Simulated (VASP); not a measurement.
Crystal: NaCl.

```
CELL_PARAMETERS angstrom
3.50219 0.00000 0.00000
0.00000 3.50219 0.00000
0.00000 0.00000 3.50219
ATOMIC_POSITIONS crystal
Cl 0.50000 0.50000 0.50000
Na 0.00000 0.00000 0.00000
```

```yaml
Program: VASP 6.6.1
Task: relaxation of cell and atoms
Functional: PBEsol
Potentials_or_basis: VASP PAW PBE potentials, release 64 (Cl, Na_pv)
Cutoff: 600 eV
k_mesh: 8 × 8 × 8
Occupations: fermi-dirac, width 0.05 eV
Spin: no spin polarisation
```

At the start: pressure -1.2 GPa; volume 21.48 Å³/atom.

**Question.** Where does the relaxation end?

**Answer.** Over 3 steps the energy falls by 3.9 meV/atom and the volume is 20.52 Å³/atom (-4.4 %); space group Pm-3m (No. 221, to 0.05 Å).

The path:
```csv
step,energy change (eV),largest force (eV/Å),pressure (GPa),volume (Å³)
1,0.0000,0.0000,-1.21,42.96
2,-0.0058,0.0000,-0.64,41.96
3,-0.0078,0.0000,-0.05,41.05
```

Final structure:
```yaml
crystal:
  lattice:
    - [3.44949, 0.00000, 0.00000]
    - [0.00000, 3.44949, 0.00000]
    - [0.00000, 0.00000, 3.44949]
  atoms:
    - { symbol: Cl, position: [0.50000, 0.50000, 0.50000] }
    - { symbol: Na, position: [0.00000, 0.00000, 0.00000] }
```

Caveat: the PAW data sets were made with another functional, which shifts forces and pressure a little.
